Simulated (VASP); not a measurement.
# W: single point with r2SCAN

W:

```
W
1.0
    -0.21430    1.92870    1.92870
     1.92870   -0.21430    1.92870
     1.92870    1.92870   -0.21430
W
1
Direct
  0.00000 0.00000 0.00000
```

This cell differs from its parent crystal: ratio of the length along [111] to the lengths across it x 0.85, volume and fractional coordinates fixed.

| Item | Value |
| --- | --- |
| Program | VASP 6.6.1 |
| Task | single point |
| Functional | r2SCAN |
| Potentials or basis | VASP PAW PBE potentials, release 64 (W_sv) |
| Cutoff | 520 eV |
| k mesh | 22 × 22 × 22 |
| Occupations | gaussian, width 0.15 eV |
| Spin | no spin polarisation |
| Dipole correction | no |
| Further INCAR settings | ALGO = Normal; EDIFF = 1e-06; NBANDS = 13 |

The pressure is -5.2 GPa. The band gap on the k mesh is zero (band 7 reaches 13.15 eV, above the bottom of band 8 at 9.45 eV).

Stress tensor (GPa, compression positive):
```
-5.21  1.58  1.58
 1.58 -5.21  1.58
 1.58  1.58 -5.21
```

Levels at points of the mesh, in eV from the Fermi level:
```
           k point  band 3  band 4  band 5  band 6  band 7  band 8  band 9  band 10  band 11  band 12
(0.00, 0.00, 0.00)  -38.90  -38.58   -9.56   -2.12   -2.12    1.46    2.96     2.96    13.13    17.54
(0.50, 0.00, 0.00)  -38.93  -38.76   -6.08   -2.27   -0.28    1.09    3.67     4.94    10.29    13.54
(0.50, 0.50, 0.00)  -39.46  -38.97   -5.78   -4.87    2.85    4.32    5.09     6.36    10.19    13.61
(0.50, 0.50, 0.50)  -39.24  -39.24   -5.73   -1.65   -1.65    2.13    5.74     5.74    11.62    12.67
```

Wall time 9.6 min on 1 thread of Intel(R) Xeon(R) Platinum 8259CL CPU @ 2.50GHz (Skylake/Cascade Lake) (shared host), peak memory 0.3 GiB.

Caveat: the PAW data sets were made with another functional, which shifts forces and pressure a little; spin-orbit coupling is left out, which moves the levels of the heavy elements.
